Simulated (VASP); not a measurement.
# SnTe in VASP: further runs

The runs below take SnTe through single point, with PBE.

All numbers are computed with VASP 6.6.1; they aren't measurements. Logs are shortened: lines on timing, memory, paths and dates and some standing lists are left out, and cuts for length are marked.

## 1. The cell of the first run

The structure is cubic, space group Fm-3m (No. 225). Conventional cell: a = 6.313 Å, b = 6.313 Å, c = 6.313 Å, α = 90.00°, β = 90.00°, γ = 90.00°. Within 4.2 Å of Sn (site symmetry m-3m) lie 6 Te at 3.16 Å. Within 4.2 Å of Te (site symmetry m-3m) lie 6 Sn at 3.16 Å.

## 2. Single point, PBE, non-collinear spin, zero start, spin-orbit coupling

INCAR reads:

```
SYSTEM = SnTe
ALGO = Normal
EDIFF = 1E-6
ENCUT = 520
GGA = PE
GGA_COMPAT = .FALSE.
ISIF = 2
ISMEAR = -1
LASPH = .TRUE.
LCHARG = .TRUE.
LORBIT = 11
LORBMOM = .TRUE.
LREAL = .FALSE.
LSORBIT = .TRUE.
LVHAR = .TRUE.
LWAVE = .FALSE.
MAGMOM = 0 0 0 0 0 0
NBANDS = 32
NELM = 150
PREC = Accurate
SIGMA = 0.08
```

KPOINTS reads:

```
k-points
0
G
  11 11 11
  0 0 0
```

POSCAR reads:

```
SnTe
1.0
    0.0000000000      3.1565000000      3.1565000000
    3.1565000000      0.0000000000      3.1565000000
    3.1565000000      3.1565000000      0.0000000000
Sn Te
1 1
Direct
    0.0000000000      0.0000000000      0.0000000000
    0.5000000000      0.5000000000      0.5000000000
```

Potentials or basis: VASP PAW PBE potentials, release 64 (Sn_d, Te).

The run is started by

```console
$ cat potpaw_PBE.64/Sn_d/POTCAR potpaw_PBE.64/Te/POTCAR > POTCAR
$ mpirun -np 1 vasp_ncl > vasp.out
```

OUTCAR:

```text
SYSTEM = SnTe
   EDIFF = 1E-6
   ENCUT = 520
   GGA = PE
   ISIF = 2
   ISMEAR = -1
   LASPH = .TRUE.
   LORBIT = 11
   LREAL = .FALSE.
   LSORBIT = .TRUE.
   NELM = 150
   PREC = Accurate

 ion  position               nearest neighbor table
   1  0.000  0.000  0.000-   2 3.16   2 3.16   2 3.16   2 3.16   2 3.16   2 3.16
   2  0.500  0.500  0.500-   1 3.16   1 3.16   1 3.16   1 3.16   1 3.16   1 3.16

  LATTYP: Found a face centered cubic cell.
 ALAT       =     6.3130000000

  Lattice vectors:

 A1 = (   0.0000000000,   3.1565000000,   3.1565000000)
 A2 = (   3.1565000000,   0.0000000000,   3.1565000000)
 A3 = (   3.1565000000,   3.1565000000,   0.0000000000)

Analysis of symmetry for initial positions (statically):
=====================================================================
 Subroutine PRICEL returns:
 Original cell was already a primitive cell.

 Routine SETGRP: Setting up the symmetry group for a
 face centered cubic supercell.

 Subroutine GETGRP returns: Found 48 space group operations
 (whereof 48 operations were pure point group operations)
 out of a pool of 48 trial point group operations.

The static configuration has the point symmetry O_h .

Analysis of symmetry for dynamics (positions and initial velocities):
=====================================================================
 Subroutine PRICEL returns:
 Original cell was already a primitive cell.

 Routine SETGRP: Setting up the symmetry group for a
 face centered cubic supercell.

 Subroutine GETGRP returns: Found 48 space group operations
 (whereof 48 operations were pure point group operations)
 out of a pool of 48 trial point group operations.

The dynamic configuration has the point symmetry O_h .

Analysis of structural, dynamic, and magnetic symmetry:
=====================================================================
 Subroutine PRICEL returns:
 Original cell was already a primitive cell.

 Routine SETGRP: Setting up the symmetry group for a
 face centered cubic supercell.

 Subroutine GETGRP returns: Found 48 space group operations
 (whereof 48 operations were pure point group operations)
 out of a pool of 48 trial point group operations.

The overall configuration has the point symmetry O_h .

 Subroutine INISYM returns: Found 48 space group operations
 (whereof 48 operations are pure point group operations),
 and found     1 'primitive' translations
[... 1016 lines left out ...]
      0.00000      0.00000      0.00000        -0.000000      0.000000     -0.000000
      3.15650      3.15650      3.15650         0.000000      0.000000      0.000000
 -----------------------------------------------------------------------------------
    total drift:                               -0.000000      0.000000      0.000000

  FREE ENERGIE OF THE ION-ELECTRON SYSTEM (eV)
  ---------------------------------------------------
  free  energy   TOTEN  =        -7.6962582705 eV

  energy  without entropy=       -7.6939988520  energy(sigma->0) =       -7.69512856

 orbital moment (x)

 # of ion     p       d       tot
 ----------------------------------------
  1         0.000   0.000   0.000
  2         0.000   0.000   0.000
 ----------------------------------------
            0.000   0.000   0.000

 orbital moment (y)

 # of ion     p       d       tot
 ----------------------------------------
  1         0.000   0.000   0.000
  2         0.000  -0.000  -0.000
 ----------------------------------------
            0.000   0.000   0.000

 orbital moment (z)

 # of ion     p       d       tot
 ----------------------------------------
  1         0.000   0.000   0.000
  2         0.000   0.000   0.000
 ----------------------------------------
            0.000   0.000   0.000

 Spin-Orbit-Coupling matrix elements

 Ion:    1  E_soc:     -0.0963919
 l=   1
     0.0000000    -0.0098978    -0.0098978
    -0.0098978     0.0000000    -0.0098978
    -0.0098978    -0.0098978     0.0000000
 l=   2
     0.0000000    -0.0012221     0.0000000    -0.0012221    -0.0049455
    -0.0012221     0.0000000    -0.0037091    -0.0012221    -0.0012364
     0.0000000    -0.0037091     0.0000000    -0.0037091     0.0000000
    -0.0012221    -0.0012221    -0.0037091     0.0000000    -0.0012364
    -0.0049455    -0.0012364     0.0000000    -0.0012364     0.0000000
 l=   3
     0.0000000     0.0000000     0.0000000     0.0000000     0.0000000     0.0000000     0.0000000
     0.0000000     0.0000000     0.0000000     0.0000000     0.0000000     0.0000000     0.0000000
     0.0000000     0.0000000     0.0000000     0.0000000     0.0000000     0.0000000     0.0000000
     0.0000000     0.0000000     0.0000000     0.0000000     0.0000000     0.0000000     0.0000000
     0.0000000     0.0000000     0.0000000     0.0000000     0.0000000     0.0000000     0.0000000
     0.0000000     0.0000000     0.0000000     0.0000000     0.0000000     0.0000000     0.0000000
     0.0000000     0.0000000     0.0000000     0.0000000     0.0000000     0.0000000     0.0000000

 Ion:    2  E_soc:     -0.2043102
 l=   1
     0.0000000    -0.0340466    -0.0340466
    -0.0340466     0.0000000    -0.0340466
    -0.0340466    -0.0340466     0.0000000
 l=   2
     0.0000000    -0.0000113     0.0000000    -0.0000113     0.0000062
    -0.0000113     0.0000000     0.0000047    -0.0000113     0.0000016
     0.0000000     0.0000047     0.0000000     0.0000047     0.0000000
    -0.0000113    -0.0000113     0.0000047     0.0000000     0.0000016
     0.0000062     0.0000016     0.0000000     0.0000016     0.0000000
 l=   3
     0.0000000     0.0000000     0.0000000     0.0000000     0.0000000     0.0000000     0.0000000
     0.0000000     0.0000000     0.0000000     0.0000000     0.0000000     0.0000000     0.0000000
     0.0000000     0.0000000     0.0000000     0.0000000     0.0000000     0.0000000     0.0000000
     0.0000000     0.0000000     0.0000000     0.0000000     0.0000000     0.0000000     0.0000000
     0.0000000     0.0000000     0.0000000     0.0000000     0.0000000     0.0000000     0.0000000
     0.0000000     0.0000000     0.0000000     0.0000000     0.0000000     0.0000000     0.0000000
     0.0000000     0.0000000     0.0000000     0.0000000     0.0000000     0.0000000     0.0000000

 total charge

# of ion       s       p       d       tot
------------------------------------------
    1        1.368   0.738   9.984  12.090
    2        1.383   1.967   0.030   3.379
--------------------------------------------------
tot          2.750   2.705  10.014  15.469

 magnetization (x)

# of ion       s       p       d       tot
------------------------------------------
    1       -0.000   0.000   0.000  -0.000
    2        0.000  -0.000  -0.000   0.000
--------------------------------------------------
tot         -0.000   0.000  -0.000  -0.000

 magnetization (y)

# of ion       s       p       d       tot
------------------------------------------
    1       -0.000  -0.000  -0.000  -0.000
    2       -0.000   0.000  -0.000  -0.000
--------------------------------------------------
tot         -0.000  -0.000  -0.000  -0.000

 magnetization (z)

# of ion       s       p       d       tot
------------------------------------------
    1        0.000   0.000   0.000   0.000
    2       -0.000  -0.000   0.000  -0.000
--------------------------------------------------
tot         -0.000  -0.000   0.000  -0.000
```

OSZICAR:

```text
N       E                     dE             d eps       ncg     rms          rms(c)
DAV:   1     0.175356591639E+03    0.17536E+03   -0.90035E+03  3768   0.146E+03
DAV:   2     0.156267441743E+02   -0.15973E+03   -0.15358E+03  3648   0.435E+02
DAV:   3    -0.668853465353E+01   -0.22315E+02   -0.21894E+02  4376   0.134E+02
DAV:   4    -0.770634897000E+01   -0.10178E+01   -0.10165E+01  4144   0.308E+01
DAV:   5    -0.774632130637E+01   -0.39972E-01   -0.39971E-01  5296   0.611E+00    0.513E+00
DAV:   6    -0.769395443249E+01    0.52367E-01   -0.10724E-01  4616   0.252E+00    0.328E+00
DAV:   7    -0.769458543340E+01   -0.63100E-03   -0.37695E-02  4712   0.973E-01    0.176E+00
DAV:   8    -0.769609558976E+01   -0.15102E-02   -0.20407E-03  4168   0.302E-01    0.458E-01
DAV:   9    -0.769613346995E+01   -0.37880E-04   -0.12164E-03  4680   0.306E-01    0.126E-01
DAV:  10    -0.769624147659E+01   -0.10801E-03   -0.17973E-04  4064   0.905E-02    0.344E-02
DAV:  11    -0.769625307142E+01   -0.11595E-04   -0.12834E-05  4464   0.293E-02    0.162E-02
DAV:  12    -0.769625745109E+01   -0.43797E-05   -0.55538E-06  3504   0.137E-02    0.123E-02
DAV:  13    -0.769625827054E+01   -0.81945E-06   -0.54115E-07  2768   0.896E-03
   1 F= -.76962583E+01 E0= -.76951286E+01  d E =-.225942E-02  mag=     0.0000     0.0000    -0.0000
```

stdout:

```text
POSCAR found type information on POSCAR SnTe
 POSCAR found :  2 types and       2 ions
 scaLAPACK will be used
 LDA part: xc-table for (Slater+PW92), standard interpolation
 POSCAR, INCAR and KPOINTS ok, starting setup
 FFT: planning ... GRIDC
 FFT: planning ... GRID_SOFT
 FFT: planning ... GRID
 WAVECAR not read
 entering main loop
```

Run time: 4.2 min. Hardware: 1 thread of Intel Xeon Platinum 8488C (Sapphire Rapids), shared host; peak memory 0.48 GiB.

What came out:

```
Free energy                                           : -7.6963 eV
Pressure                                              : 2.0 GPa
Net moment                                            : 0.00 μB per cell
Valence electrons inside the program's atomic spheres : Sn 12.09; Te 3.38
```

Moments on the atoms (μB; x, y, z):
```
Sn  0.00 0.00 0.00
Te  0.00 0.00 0.00
```

Caveat: this odd mesh misses L, so gap, dielectric constants and Born charges aren't listed.

## 3. Single point, PBE (equal xx and yy strain of -3 %)

INCAR reads:

```
PREC = Accurate ; ENCUT = 520
EDIFF = 1E-6 ; ISMEAR = -1
SIGMA = 0.08 ; LREAL = F
LASPH = T ; NELM = 60
ALGO = Normal ; ISIF = 2
LWAVE = F ; LCHARG = F
GGA = PE ; NBANDS = 17
```

KPOINTS reads:

```
Automatic mesh
0
Gamma
  11 11 11
```

POSCAR reads:

```
SnTe
1.0
    0.0000000000      3.0618050000      3.1565000000
    3.0618050000      0.0000000000      3.1565000000
    3.0618050000      3.0618050000      0.0000000000
Sn Te
1 1
Direct
    0.0000000000      0.0000000000      0.0000000000
    0.5000000000      0.5000000000      0.5000000000
```

Potentials or basis: VASP PAW PBE potentials, release 64 (Sn_d, Te).

The run is started by

```console
$ cat potpaw_PBE.64/Sn_d/POTCAR potpaw_PBE.64/Te/POTCAR > POTCAR
$ mpirun -np 1 vasp_std > vasp.out
```

Wall time 3.1 min (1 thread of AMD EPYC 7R13, shared host); peak memory 0.26 GiB.

It converged, with:

* Free energy: -7.4449 eV
* Pressure: 5.6 GPa
* Band gap on the k mesh: 0.29 eV (least direct gap 0.35 eV)

Stress tensor (GPa, compression positive):
```
7.17 0.00 0.00
0.00 7.17 0.00
0.00 0.00 2.31
```

Levels at points of the mesh, in eV from the valence-band top:
```
           k point  band 6  band 7  band 8  band 9  band 10  band 11  band 12  band 13  band 14  band 15
(0.00, 0.00, 0.00)  -13.16   -4.36   -2.34   -2.34    -2.00     3.04     3.81     3.81     4.58     4.80
```

Caveat: the cell differs from its parent crystal (equal xx and yy strain of -3 %); the cell stands under pressure; semilocal functionals underestimate gaps, and a narrow one can read as zero; spin-orbit coupling is left out, which moves the levels of the heavy elements.

## 4. Single point, PBE (zz strain of -2 %)

INCAR reads:

```
SYSTEM = SnTe
PREC = Accurate ; ENCUT = 520
EDIFF = 1E-6 ; ISMEAR = -1
SIGMA = 0.08 ; LREAL = .FALSE.
LASPH = .TRUE. ; NELM = 80
ALGO = Normal ; ISIF = 2
LWAVE = .FALSE. ; LCHARG = .TRUE.
GGA = PE ; LELF = .TRUE.
LVHAR = .TRUE. ; NBANDS = 17
```

KPOINTS reads:

```
regular mesh
0
G
  11 11 11
  0 0 0
```

POSCAR reads:

```
SnTe
1.0
    0.0000000000      3.1565000000      3.0933700000
    3.1565000000      0.0000000000      3.0933700000
    3.1565000000      3.1565000000      0.0000000000
Sn Te
1 1
Direct
    0.0000000000      0.0000000000      0.0000000000
    0.5000000000      0.5000000000      0.5000000000
```

The run is started by

```console
$ cat potpaw_PBE.64/Sn_d/POTCAR potpaw_PBE.64/Te/POTCAR > POTCAR
$ mpirun -np 1 vasp_std > vasp.out
```

Wall time 3.9 min (1 thread of AMD EPYC 7R13, shared host); peak memory 0.27 GiB.

Results (log left out):

| Property | Result |
| --- | --- |
| Free energy | -7.5205 eV |
| Pressure | 3.1 GPa |
| Band gap on the k mesh | 0.41 eV |

Stress tensor (GPa, compression positive):
```
2.04 0.00 0.00
0.00 2.04 0.00
0.00 0.00 5.08
```

Levels at points of the mesh, in eV from the valence-band top:
```csv
k point,band 7,band 8,band 9,band 10,band 11,band 12,band 13,band 14
"(0.00, 0.00, 0.00)",-4.48,-2.20,-1.98,-1.98,3.35,3.35,3.86,4.81
```

Caveat: the cell differs from its parent crystal (zz strain of -2 %); the cell stands under pressure; semilocal functionals underestimate gaps, and a narrow one can read as zero; spin-orbit coupling is left out, which moves the levels of the heavy elements.

## 5. Single point, PBE (zz strain of -1 %)

INCAR reads:

```
ALGO = Normal ; EDIFF = 1E-6
ENCUT = 520 ; GGA = PE
ISIF = 2 ; ISMEAR = -1
LASPH = True ; LCHARG = True
LELF = True ; LREAL = False
LVHAR = True ; LWAVE = False
NBANDS = 17 ; NELM = 80
PREC = Accurate ; SIGMA = 0.08
```

KPOINTS reads:

```
k-points
0
Gamma
  11 11 11
```

POSCAR reads:

```
SnTe
1.0
    0.0000000000      3.1565000000      3.1249350000
    3.1565000000      0.0000000000      3.1249350000
    3.1565000000      3.1565000000      0.0000000000
Sn Te
1 1
Direct
    0.0000000000      0.0000000000      0.0000000000
    0.5000000000      0.5000000000      0.5000000000
```

Potentials or basis: VASP PAW PBE potentials, release 64 (Sn_d, Te).

The run is started by

```console
$ cat potpaw_PBE.64/Sn_d/POTCAR potpaw_PBE.64/Te/POTCAR > POTCAR
$ mpirun -np 1 vasp_std > vasp.out
```

OUTCAR:

```text
EDIFF = 1E-6
   ENCUT = 520
   GGA = PE
   ISIF = 2
   ISMEAR = -1
   LASPH = True
   LREAL = False
   NELM = 80
   PREC = Accurate

 ion  position               nearest neighbor table
   1  0.000  0.000  0.000-   2 3.12   2 3.12   2 3.16   2 3.16   2 3.16   2 3.16
   2  0.500  0.500  0.500-   1 3.12   1 3.12   1 3.16   1 3.16   1 3.16   1 3.16

  LATTYP: Found a body centered tetragonal cell.
 ALAT       =     4.4639651096
 C/A-ratio  =     1.4000714267

  Lattice vectors:

[... 667 lines left out ...]
------------------------ aborting loop because EDIFF is reached ----------------------------------------

  FORCE on cell =-STRESS in cart. coord.  units (eV):
  Direction    XX          YY          ZZ          XY          YZ          ZX
  --------------------------------------------------------------------------------------
  -------------------------------------------------------------------------------------
  Total        0.7782382      0.7782382      1.3337728      0.0000000     -0.0000000     -0.0000000
  in kB       20.0235272     20.0235272     34.3170449      0.0000000     -0.0000000     -0.0000000
  external PRESSURE =      24.7880331 kB  Pullay stress =       0.0000000 kB

 VOLUME and BASIS-vectors are now :
 -----------------------------------------------------------------------------
  energy-cutoff  :      520.00
  volume of cell :       62.27
      direct lattice vectors                 reciprocal lattice vectors
     0.000000000  3.156500000  3.124935000    -0.158403295  0.158403295  0.160003328
     3.156500000  0.000000000  3.124935000     0.158403295 -0.158403295  0.160003328
     3.156500000  3.156500000  0.000000000     0.158403295  0.158403295 -0.160003328

 POSITION                                       TOTAL-FORCE (eV/Angst)
 -----------------------------------------------------------------------------------
      0.00000      0.00000      0.00000         0.000000      0.000000      0.000000
      3.15650      3.15650      3.12493         0.000000      0.000000      0.000000
 -----------------------------------------------------------------------------------
    total drift:                               -0.000000      0.000000      0.000000

  FREE ENERGIE OF THE ION-ELECTRON SYSTEM (eV)
  ---------------------------------------------------
  free  energy   TOTEN  =        -7.5374111559 eV

  energy  without entropy=       -7.5356333838  energy(sigma->0) =       -7.53652227
```

stdout:

```text
POSCAR found type information on POSCAR SnTe
 POSCAR found :  2 types and       2 ions
 scaLAPACK will be used
 LDA part: xc-table for (Slater+PW92), standard interpolation
 POSCAR, INCAR and KPOINTS ok, starting setup
 FFT: planning ... GRIDC
 FFT: planning ... GRID_SOFT
 FFT: planning ... GRID
 WAVECAR not read
 entering main loop
```

Run time: 3.8 min. Hardware: 1 thread of AMD EPYC 7R13, shared host; peak memory 0.27 GiB.

What came out:

| Item | Value |
| --- | --- |
| Free energy | -7.5374 eV |
| Pressure | 2.5 GPa |
| Band gap on the k mesh | 0.42 eV |

Stress tensor (GPa, compression positive):
```
2.00 0.00 0.00
0.00 2.00 0.00
0.00 0.00 3.43
```

Caveat: the cell differs from its parent crystal (zz strain of -1 %); semilocal functionals underestimate gaps, and a narrow one can read as zero; spin-orbit coupling is left out, which moves the levels of the heavy elements. A k mesh can miss the band edges.

[end of part 1 of 2]
